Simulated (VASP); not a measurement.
Crystal: GaS5.

```
Ga S
1.0
     0.00000    3.99957    3.99957
     3.99957    0.00000    3.99957
     3.99957    3.99957    0.00000
Ga S
1 5
Direct
  0.00000 0.00000 0.00000
  0.25000 0.25000 0.25000
  0.12831 0.62390 0.62390
  0.62390 0.62390 0.62390
  0.62390 0.62390 0.12831
  0.62390 0.12831 0.62390
```

| Property | Result |
| --- | --- |
| Program | VASP 6.6.1 |
| Task | relaxation of cell and atoms |
| Functional | PBE |
| Potentials or basis | VASP PAW PBE potentials, release 64 (Ga_d, S) |
| Cutoff | 600 eV |
| k mesh | 4 × 4 × 4 |
| Occupations | gaussian, width 0.1 eV |
| Spin | no spin polarisation |

At the start: pressure -5.9 GPa; volume 21.33 Å³/atom.

**Question.** Where does the relaxation end?

**Answer.** Over 15 steps the energy falls by 147.2 meV/atom and the volume is 19.34 Å³/atom (-9.3 %); space group F-43m (No. 216, to 0.05 Å).

Step by step:
| step | energy change (eV) | largest force (eV/Å) | pressure (GPa) | volume (Å³) |
| --- | --- | --- | --- | --- |
| 1 | 0.0000 | 0.3315 | -5.92 | 127.96 |
| 2 | -0.3874 | 0.4679 | -1.81 | 113.91 |
| 3 | -0.4201 | 0.4864 | 0.24 | 109.49 |
| 4 | -0.4202 | 0.4876 | 0.44 | 109.14 |
| 5 | -0.4786 | 0.6215 | 0.75 | 108.77 |
| 6 | -0.7012 | 0.7241 | 1.97 | 107.67 |
| 7 | -0.1936 | 2.9783 | 10.47 | 105.49 |
| 8 | -0.7622 | 0.4656 | 2.71 | 107.28 |
| 9 | -0.7796 | 0.1380 | 4.14 | 106.78 |
| 10 | -0.7845 | 0.1098 | 3.53 | 106.96 |
| 11 | -0.8147 | 0.1031 | 3.27 | 108.37 |
| 12 | -0.8288 | 0.4387 | 3.01 | 110.37 |
| 13 | -0.8653 | 0.2435 | 1.66 | 112.69 |
| 14 | -0.8788 | 0.1091 | -0.72 | 117.60 |
| 15 | -0.8830 | 0.0053 | -0.06 | 116.05 |

Final structure:
```
Ga S
1.0
     0.00000    3.87147    3.87147
     3.87147    0.00000    3.87147
     3.87147    3.87147    0.00000
Ga S
1 5
Cartesian
  0.0000 0.0000 0.0000
  1.9357 1.9357 1.9357
  4.7048 3.0382 3.0382
  4.7048 4.7048 4.7048
  3.0382 3.0382 4.7048
  3.0382 4.7048 3.0382
```
